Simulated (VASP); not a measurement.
## S: relaxation of cell and atoms with PBE+D4

Crystal: S.

```xyz
1
Lattice="1.6650 1.6650 1.6650 -1.6650 1.6650 1.6650 -1.6650 -1.6650 1.6650" Properties=species:S:1:pos:R:3 pbc="T T T"
S     0.0000    0.0000    0.0000
```

| Item | Value |
| --- | --- |
| Program | VASP 6.6.1 |
| Task | relaxation of cell and atoms |
| Functional | PBE |
| Dispersion | D4 |
| Potentials or basis | VASP PAW PBE potentials, release 64 (S) |
| Cutoff | 600 eV |
| k mesh | 18 × 18 × 18 |
| Occupations | fermi-dirac, width 0.05 eV |
| Spin | no spin polarisation |
| Target pressure | 20 GPa |
| Dipole correction | no |
| Further INCAR settings | ALGO = Normal; EDIFF = 1e-06; IBRION = 2; EDIFFG = -0.03; NSW = 80; ISIF = 3 |

| Property | Result |
| --- | --- |
| Relaxed volume | 12.91 Å³/atom |
| Relaxed cell | a = 2.560 Å, b = 2.560 Å, c = 2.560 Å, α = 70.53°, β = 109.47°, γ = 70.53° |
| Space group after relaxing (to 0.05 Å) | Im-3m (No. 229) |
| Energy change on relaxing (the enthalpy is what falls) | -40.8 meV/atom |
| Ionic steps | 4 |
| Pressure after relaxing | 19.7 GPa |
| Band gap on the k mesh | zero (band 3 reaches 15.17 eV, above the bottom of band 4 at 6.14 eV) |
| Dispersion energy per atom | -0.485 eV |

The path:
```csv
step,energy change (eV),largest force (eV/Å),pressure (GPa),volume (Å³)
1,0.0000,0.0000,-12.22,18.46
2,0.7098,0.0000,78.98,10.21
3,-0.0528,0.0000,18.40,13.01
4,-0.0408,0.0000,19.70,12.91
```

Final structure:
```
S
1.0
     1.47784    1.47784    1.47784
    -1.47784    1.47784    1.47784
    -1.47784   -1.47784    1.47784
S
1
Cartesian
  -2.9557 0.0000 2.9557
```

Levels at points of the mesh, in eV from the Fermi level:
```tsv
k point	band 1	band 2	band 3	band 4	band 5	band 6
(0.00, 0.00, 0.00)	-19.17	4.31	4.31	4.31	12.36	12.36
(0.50, 0.00, 0.00)	-13.22	-9.35	0.18	3.00	7.71	7.72
(0.50, 0.50, 0.50)	-8.51	-4.43	-4.43	-4.43	2.70	2.70
```

Wall time 29 s on 1 thread of AMD EPYC 9R45 96-Core Processor (Zen 5) (shared host), peak memory 0.12 GiB.

Caveat: the cell is relaxed towards a set pressure, so the enthalpy falls and the energy may rise; the volume moved by over 15 % at a fixed basis, so the end points are rough; pairwise dispersion overbinds metals, which lowers pressure and volume.
